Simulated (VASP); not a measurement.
Wanted: the native input for a VASP 6.6.1 run.

```yaml
Task: relaxation of cell and atoms
Functional: PBE
Potentials_or_basis: VASP PAW PBE potentials, release 64 (Sb, Te, S)
Cutoff: 600 eV
k_mesh: 12 × 12 × 8
Occupations: gaussian, width 0.1 eV
Spin: no spin polarisation
Dipole_correction: no
Further_INCAR_settings: ALGO = Normal; EDIFF = 1e-06; IBRION = 2; EDIFFG = -0.01; NSW = 100; ISIF = 3
```

The structure of SbTeS lies in POSCAR:

```
SbTeS
1.0
    3.8116432187      0.0000000000      0.0000000000
    0.0000000000      3.8116432187      0.0000000000
    0.0000000000      0.0000000000      6.1841315627
Sb Te S
1 1 1
Direct
    0.5000000000      0.5000000000      0.5000000000
    0.5000000000      0.5000000000      0.0000000000
    0.0000000000      0.0000000000      0.0000000000
```

The cell was built from a structure type or drawn by symmetry, and may not be a known phase.

The input as run:

INCAR

```
SYSTEM = SbTeS
  PREC = Accurate
  ENCUT = 600
  EDIFF = 1E-6
  ISMEAR = 0
  SIGMA = 0.1
  LREAL = .False.
  LASPH = .True.
  NELM = 60
  ALGO = Normal
  ISIF = 3
  LWAVE = .False.
  LCHARG = .False.
  GGA = PE
  IBRION = 2
  NSW = 100
  EDIFFG = -0.01
```

KPOINTS

```
Automatic mesh
0
Gamma
  12 12 8
  0 0 0
```

Potentials or basis: VASP PAW PBE potentials, release 64 (Sb, Te, S).

The run is started by

```bash
$ cat potpaw_PBE.64/Sb/POTCAR potpaw_PBE.64/Te/POTCAR potpaw_PBE.64/S/POTCAR > POTCAR
$ mpirun -np 1 vasp_std > vasp.out
```

It gave:

| Property | Result |
| --- | --- |
| Relaxed volume | 29.77 Å³/atom |
| Relaxed cell | a = 3.797 Å, b = 3.797 Å, c = 6.196 Å, α = 90.00°, β = 90.00°, γ = 90.00° |
| Space group after relaxing (to 0.1 Å) | P4/mmm (No. 123) |
| Energy gained by relaxing | 0.5 meV/atom |
| Ionic steps | 6 |
| Pressure after relaxing | 0.0 GPa |
| Band gap on the k mesh | zero (an odd number of electrons rules out a gap without spin polarisation) |

Caveat: spin-orbit coupling is left out, which moves the levels of the heavy elements.

It took 2.8 min on 1 thread of Intel(R) Xeon(R) 6975P-C (Granite Rapids), on a shared host, peak memory 0.38 GiB.
